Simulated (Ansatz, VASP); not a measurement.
**One calculation of Pb, two programs**

```
CELL_PARAMETERS angstrom
3.47217 0.00000 0.00000
-1.73608 3.00698 0.00000
0.00000 0.00000 5.72722
ATOMIC_POSITIONS crystal
Pb 0.33333 0.66667 0.25000
Pb 0.66667 0.33333 0.75000
```

Alike in both runs: functional PBEsol; k mesh 15 × 15 × 8; occupations gaussian, width 0.1 eV; no spin polarisation.

Ansatz relaxed the structure, and its values are those at the end. VASP's run is a single point on that final structure, the one shown.

|  | VASP | Ansatz |
| --- | --- | --- |
| version | VASP 6.6.1 | Ansatz 0.2.0 |
| potentials or method | VASP PAW PBE potentials, release 64 (Pb_d), cutoff 520 eV | scalar-relativistic, plane waves, PAW |
| valence electrons in the cell | 28 | 28 |

```csv
,VASP,Ansatz,Ansatz less VASP
gap on the k mesh at the Fermi level (eV),none,none,-
pressure (GPa),-0.1,0.0,+0.07
```

VASP's potentials were made for PBE, not for PBEsol. A gap of «none» marks a metal or a gap that the smearing closes.

Neither program's run includes spin-orbit coupling.
